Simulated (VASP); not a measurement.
# EuO (Fm-3m) in VASP: settings compared, part 2 of 2

VASP 6.6.1. The steps go on from the part before.

**3. Single point, LDA, collinear spin, ferromagnetic start**

Input file INCAR:

```
PREC = Accurate
ENCUT = 600
EDIFF = 1E-6
ISMEAR = 1
SIGMA = 0.1
LREAL = False
LASPH = True
NELM = 200
ALGO = Normal
ISIF = 2
LWAVE = False
LCHARG = False
ISPIN = 2
MAGMOM = 4.9 0
LORBIT = 11
LMAXMIX = 6
GGA = CA
NBANDS = 22
GGA_COMPAT = False
```

Input file KPOINTS:

```
regular mesh
0
Gamma
  8 8 8
```

Input file POSCAR:

```
EuO
1.0
    0.0000000000      2.5719500000      2.5719500000
    2.5719500000      0.0000000000      2.5719500000
    2.5719500000      2.5719500000      0.0000000000
Eu O
1 1
Direct
    0.0000000000      0.0000000000      0.0000000000
    0.5000000000      0.5000000000      0.5000000000
```

Potentials or basis: VASP PAW PBE potentials, release 64 (Eu, O).

The run is started by

```sh
cat potpaw_PBE.64/Eu/POTCAR potpaw_PBE.64/O/POTCAR > POTCAR
mpirun -np 1 vasp_std > vasp.out
```

OUTCAR:

```text
PREC = Accurate
   ENCUT = 600
   EDIFF = 1E-6
   ISMEAR = 1
   LREAL = False
   LASPH = True
   NELM = 200
   ISIF = 2
   ISPIN = 2
   LORBIT = 11
   GGA = CA

 ion  position               nearest neighbor table
   1  0.000  0.000  0.000-   2 2.57   2 2.57   2 2.57   2 2.57   2 2.57   2 2.57
   2  0.500  0.500  0.500-   1 2.57   1 2.57   1 2.57   1 2.57   1 2.57   1 2.57

  LATTYP: Found a face centered cubic cell.
 ALAT       =     5.1439000000

  Lattice vectors:

 A1 = (   0.0000000000,   2.5719500000,   2.5719500000)
 A2 = (   2.5719500000,   0.0000000000,   2.5719500000)
 A3 = (   2.5719500000,   2.5719500000,   0.0000000000)

Analysis of symmetry for initial positions (statically):
=====================================================================
 Subroutine PRICEL returns:
 Original cell was already a primitive cell.

 Routine SETGRP: Setting up the symmetry group for a
 face centered cubic supercell.

 Subroutine GETGRP returns: Found 48 space group operations
 (whereof 48 operations were pure point group operations)
 out of a pool of 48 trial point group operations.

The static configuration has the point symmetry O_h .

Analysis of symmetry for dynamics (positions and initial velocities):
=====================================================================
 Subroutine PRICEL returns:
 Original cell was already a primitive cell.

 Routine SETGRP: Setting up the symmetry group for a
 face centered cubic supercell.

 Subroutine GETGRP returns: Found 48 space group operations
 (whereof 48 operations were pure point group operations)
 out of a pool of 48 trial point group operations.

The dynamic configuration has the point symmetry O_h .

Analysis of structural, dynamic, and magnetic symmetry:
=====================================================================
 Subroutine PRICEL returns:
 Original cell was already a primitive cell.

 Routine SETGRP: Setting up the symmetry group for a
 face centered cubic supercell.

 Subroutine GETGRP returns: Found 48 space group operations
 (whereof 48 operations were pure point group operations)
 out of a pool of 48 trial point group operations.

The overall configuration has the point symmetry O_h .

 Subroutine INISYM returns: Found 48 space group operations
 (whereof 48 operations are pure point group operations),
 and found     1 'primitive' translations

----------------------------------------------------------------------------------------

                                     Primitive cell

  volume of cell :      34.0265

  direct lattice vectors                    reciprocal lattice vectors
     0.000000000  2.571950000  2.571950000    -0.194405023  0.194405023  0.194405023
     2.571950000  0.000000000  2.571950000     0.194405023 -0.194405023  0.194405023
     2.571950000  2.571950000  0.000000000     0.194405023  0.194405023 -0.194405023

  length of vectors
     3.637286572  3.637286572  3.637286572     0.336719378  0.336719378  0.336719378

  position of ions in fractional coordinates (direct lattice)
     0.000000000  0.000000000  0.000000000
     0.500000000  0.500000000  0.500000000

  ion indices of the primitive-cell ions
[... 68 lines left out ...]
   ICHARG =      2    charge: 1-file 2-atom 10-const
   ISPIN  =      2    spin polarized calculation?
   LNONCOLLINEAR =      F non collinear calculations
   LSORBIT =      F    spin-orbit coupling
   LASPH  =      T    aspherical Exc in radial PAW
   ENCUT  =  600.0 eV  44.10 Ry    6.64 a.u.   7.26  7.26  7.26*2*pi/ulx,y,z
   NELM   =    200;   NELMIN=  2; NELMDL= -5     # of ELM steps
   EDIFF  = 0.1E-05   stopping-criterion for ELM
   LREAL  =      F    real-space projection
   EDIFFG = 0.1E-04   stopping-criterion for IOM
   NSW    =      0    number of steps for IOM
   IBRION =     -1    ionic relax: 0-MD 1-quasi-New 2-CG
   NFREE  =      0    steps in history (QN), initial steepest desc. (CG)
   ISIF   =      2    stress and relaxation
   ISYM   =      2    0-nonsym 1-usesym 2-fastsym
   POTIM  = 0.5000    time-step for ionic-motion
   TEBEG  =    0.0;   TEEND  =   0.0 temperature during run
   PSTRESS=    0.0 pullay stress
   NELECT =      23.0000    total number of electrons
   NUPDOWN=      -1.0000    fix difference up-down
   EMIN   =  10.00;   EMAX   =-10.00  energy-range for DOS
   EFERMI =   0.00;   METHOD = LEGACY
   ISMEAR =     1;   SIGMA  =   0.10  broadening in eV -4-tet -1-fermi 0-gaus
   EFERMI_NEDOS =   21; number of points for ismear=-14 and -15
   IALGO  =     38    algorithm
   IMIX   =      4    mixing-type and parameters
     AMIX     =   0.40;   BMIX     =  1.00
     AMIX_MAG =   1.60;   BMIX_MAG =  1.00
  volume/ion in A,a.u.               =      17.01       114.81
  Fermi-wavevector in a.u.,A,eV,Ry     =   1.436740  2.715045 28.085452  2.064223
  Thomas-Fermi vector in A             =   2.555895
   LORBIT       =     11    0 simple, 1 ext, 2 COOP (PROOUT), +10 PAW based schemes
   GGA     = CA    functional components
   LHFCALC =     F    Hartree Fock is set to
   AEXX    =    0.0000 exact exchange contribution
   IVDW    =     0    specifies the selected vdW correction
   LEPSILON=     F    determine dielectric tensor
   LRPA    =     F    only Hartree local field effects (RPA)
 spin polarized calculation
 Methfessel and Paxton  Order N= 1 SIGMA  =   0.10
  energy-cutoff  :      600.00
  volume of cell :       34.03
 maximum number of plane-waves:      1158
 NGX is ok and might be reduce to    30
   NGX = 15   NGY = 15   NGZ = 15

 number of electron      22.9999999 magnetization       6.9003703

 Free energy of the ion-electron system (eV)
  ---------------------------------------------------
  ext. energy  EPLUGINS =         0.00000000
  ---------------------------------------------------
  free energy    TOTEN  =       -23.02748855 eV

  energy without entropy =      -23.03082790  energy(sigma->0) =      -23.02860167

 E-fermi :   4.2617     XC(G=0): -11.3551

 val. band max:        4.2388560097   @ k =   0.5000   0.3750   0.0000
 cond. band min:       4.2631933352   @ k =   0.3750   0.3750   0.0000
 fundamental gap:      0.0243373255
 Fermi energy:         4.2616709889

 spin component 1

 k-point     1 :       0.0000    0.0000    0.0000
  band No.  band energies     occupation
      1     -36.8961      1.00000
      2     -15.4208      1.00000
      3     -15.4208      1.00000
      4     -15.4208      1.00000
      5     -14.1173      1.00000
      6       0.4017      1.00000
[... 589 lines left out ...]
     21      13.2696      0.00000
     22      13.4628      0.00000

 [... further k-points ...]

 spin component 2

 k-point     1 :       0.0000    0.0000    0.0000
  band No.  band energies     occupation
      1     -34.1493      1.00000
      2     -14.1501      1.00000
      3     -13.2958      1.00000
      4     -13.2958      1.00000
      5     -13.2958      1.00000
      6       0.5185      1.00000
[... 589 lines left out ...]
     21      14.4177      0.00000
     22      14.4611      0.00000

 [... further k-points ...]

------------------------ aborting loop because EDIFF is reached ----------------------------------------

  FORCE on cell =-STRESS in cart. coord.  units (eV):
  Direction    XX          YY          ZZ          XY          YZ          ZX
  --------------------------------------------------------------------------------------
  -------------------------------------------------------------------------------------
  Total       -2.8197309     -2.8197309     -2.8197309     -0.0000000      0.0000000     -0.0000000
  in kB     -132.7702219   -132.7702219   -132.7702219     -0.0000000      0.0000000     -0.0000000
  external PRESSURE =    -132.7702219 kB  Pullay stress =       0.0000000 kB

 VOLUME and BASIS-vectors are now :
 -----------------------------------------------------------------------------
  energy-cutoff  :      600.00
  volume of cell :       34.03
      direct lattice vectors                 reciprocal lattice vectors
     0.000000000  2.571950000  2.571950000    -0.194405023  0.194405023  0.194405023
     2.571950000  0.000000000  2.571950000     0.194405023 -0.194405023  0.194405023
     2.571950000  2.571950000  0.000000000     0.194405023  0.194405023 -0.194405023

 POSITION                                       TOTAL-FORCE (eV/Angst)
 -----------------------------------------------------------------------------------
      0.00000      0.00000      0.00000         0.000000      0.000000      0.000000
      2.57195      2.57195      2.57195         0.000000     -0.000000     -0.000000
 -----------------------------------------------------------------------------------
    total drift:                                0.000000      0.000000      0.000000

  FREE ENERGIE OF THE ION-ELECTRON SYSTEM (eV)
  ---------------------------------------------------
  free  energy   TOTEN  =       -23.0274885521 eV

  energy  without entropy=      -23.0308279004  energy(sigma->0) =      -23.02860167

 total charge

# of ion       s       p       d       f       tot
--------------------------------------------------
    1        2.023   5.702   0.403   6.597  14.725
    2        1.537   3.364   0.000   0.000   4.901
--------------------------------------------------
tot          3.560   9.066   0.403   6.597  19.626

 magnetization (x)

# of ion       s       p       d       f       tot
--------------------------------------------------
    1       -0.008  -0.081   0.118   6.542   6.572
    2       -0.004  -0.074   0.000   0.000  -0.078
--------------------------------------------------
tot         -0.012  -0.155   0.118   6.542   6.494
```

Run time: 60 s. Hardware: 1 thread of Intel Xeon Platinum 8488C (Sapphire Rapids), shared host; peak memory 0.2 GiB.

What came out:

```yaml
Free_energy: -23.0275 eV
Pressure: -13.3 GPa
Net_moment: 6.90 μB per cell
Site_moments: Eu +6.57; O -0.08 μB
Valence_electrons_inside_the_program's_atomic_spheres: Eu 14.72; O 4.90
```

Caveat: the cell stands under tension; the PAW data sets were made with another functional, which shifts forces and pressure a little; spin-orbit coupling is left out, which moves the levels of the heavy elements; a cell with one magnetic atom can't hold antiferromagnetic order, which such compounds often take; semilocal functionals describe open f shells poorly, which spoils levels, moments and volumes. The state reached can hang on the start; a lower one may exist.

**4. Single point, revPBE, collinear spin, ferromagnetic start**

Input file INCAR:

```
ALGO = Normal ; EDIFF = 1E-6
ENCUT = 600 ; GGA = RE
GGA_COMPAT = F ; ISIF = 2
ISMEAR = 1 ; ISPIN = 2
LASPH = T ; LCHARG = F
LMAXMIX = 6 ; LORBIT = 11
LREAL = F ; LWAVE = F
MAGMOM = 4.9 0 ; NBANDS = 22
NELM = 200 ; PREC = Accurate
SIGMA = 0.1
```

Input file KPOINTS:

```
k-points
0
Gamma
  8 8 8
```

POSCAR is that of step 3.

Potentials or basis: VASP PAW PBE potentials, release 64 (Eu, O).

The run is started by

```sh
cat potpaw_PBE.64/Eu/POTCAR potpaw_PBE.64/O/POTCAR > POTCAR
mpirun -np 1 vasp_std > vasp.out
```

OUTCAR:

```text
EDIFF = 1E-6
   ENCUT = 600
   GGA = RE
   ISIF = 2
   ISMEAR = 1
   ISPIN = 2
   LASPH = T
   LORBIT = 11
   LREAL = F
   NELM = 200
   PREC = Accurate

 ion  position               nearest neighbor table
   1  0.000  0.000  0.000-   2 2.57   2 2.57   2 2.57   2 2.57   2 2.57   2 2.57
   2  0.500  0.500  0.500-   1 2.57   1 2.57   1 2.57   1 2.57   1 2.57   1 2.57

  LATTYP: Found a face centered cubic cell.
 ALAT       =     5.1439000000

  Lattice vectors:

[... 1416 lines left out ...]
  external PRESSURE =     -18.7548959 kB  Pullay stress =       0.0000000 kB

 VOLUME and BASIS-vectors are now :
 -----------------------------------------------------------------------------
  energy-cutoff  :      600.00
  volume of cell :       34.03
      direct lattice vectors                 reciprocal lattice vectors
     0.000000000  2.571950000  2.571950000    -0.194405023  0.194405023  0.194405023
     2.571950000  0.000000000  2.571950000     0.194405023 -0.194405023  0.194405023
     2.571950000  2.571950000  0.000000000     0.194405023  0.194405023 -0.194405023

 POSITION                                       TOTAL-FORCE (eV/Angst)
 -----------------------------------------------------------------------------------
      0.00000      0.00000      0.00000         0.000000      0.000000      0.000000
      2.57195      2.57195      2.57195        -0.000000     -0.000000     -0.000000
 -----------------------------------------------------------------------------------
    total drift:                                0.000000      0.000000      0.000000

  FREE ENERGIE OF THE ION-ELECTRON SYSTEM (eV)
  ---------------------------------------------------
  free  energy   TOTEN  =       -21.4186151640 eV

  energy  without entropy=      -21.4212831247  energy(sigma->0) =      -21.41950448

 total charge

# of ion       s       p       d       f       tot
--------------------------------------------------
    1        2.032   5.781   0.385   6.626  14.825
    2        1.555   3.401   0.000   0.000   4.956
--------------------------------------------------
tot          3.587   9.182   0.385   6.626  19.780

 magnetization (x)

# of ion       s       p       d       f       tot
--------------------------------------------------
    1       -0.013  -0.110   0.147   6.576   6.601
    2       -0.004  -0.104   0.000   0.000  -0.108
--------------------------------------------------
tot         -0.017  -0.214   0.147   6.576   6.493
```

It took 62 s on 1 thread of Intel Xeon Platinum 8488C (Sapphire Rapids), shared host; peak memory 0.22 GiB.

What came out:

- Free energy: -21.4186 eV
- Pressure: -1.9 GPa
- Band gap on the k mesh: zero (filled and empty bands overlap)
- Net moment: 6.99 μB per cell
- Site moments: Eu +6.60; O -0.11 μB
- Valence electrons inside the program's atomic spheres: Eu 14.82; O 4.96

Levels at points of the mesh, in eV from the Fermi level:
Spin up:
```
           k point  band 12  band 13  band 14  band 15  band 16  band 17  band 18  band 19
(0.00, 0.00, 0.00)    -0.24    -0.24     0.07     0.07     0.07     1.63     1.63     1.63
(0.50, 0.00, 0.00)    -0.27    -0.27    -0.26    -0.23     2.23     4.34     4.34     4.69
(0.50, 0.50, 0.00)    -0.36    -0.36    -0.28    -0.04    -0.04     3.39     5.71     6.55
```
Spin down:
```tsv
k point	band 4	band 5	band 6	band 7	band 8	band 9	band 10	band 11	band 12	band 13
(0.00, 0.00, 0.00)	-17.64	-17.64	-3.81	-3.81	-3.81	0.85	2.82	2.82	2.82	3.78
(0.50, 0.00, 0.00)	-17.73	-16.48	-5.74	-4.86	-4.86	3.15	3.79	4.22	4.22	4.60
(0.50, 0.50, 0.00)	-18.06	-18.06	-3.85	-3.76	-3.76	-0.08	4.26	4.34	4.42	4.46
```

Caveat: the PAW data sets were made with another functional, which shifts forces and pressure a little; spin-orbit coupling is left out, which moves the levels of the heavy elements; a cell with one magnetic atom can't hold antiferromagnetic order, which such compounds often take; semilocal functionals describe open f shells poorly, which spoils levels, moments and volumes.

**5. Summary**

```tsv
level	gap on the mesh (eV)	pressure (GPa)	moment (μB)
PBE	none	-4.4	6.98
LDA	none	-13.3	6.90
revPBE	none	-1.9	6.99
```

Alike in all rows: task single point; potentials or basis VASP PAW PBE potentials, release 64 (Eu, O); spin collinear, ferromagnetic start; cell as given; k mesh 8 × 8 × 8; cutoff (eV) 600; smearing methfessel-paxton 0.1 eV.

The pressure there spans -13.3 GPa (LDA) to -1.9 GPa (revPBE); a positive pressure means that this level wants a larger cell, a negative one a smaller.

Caveats: spin-orbit coupling is left out, which moves the levels of the heavy elements; a cell with one magnetic atom can't hold antiferromagnetic order, which such compounds often take; semilocal functionals describe open f shells poorly, which spoils levels, moments and volumes; the cell stands under tension (at least some runs); the PAW data sets were made with another functional, which shifts forces and pressure a little (at least some runs).

Absolute energies hang on the potentials; compare differences alone.
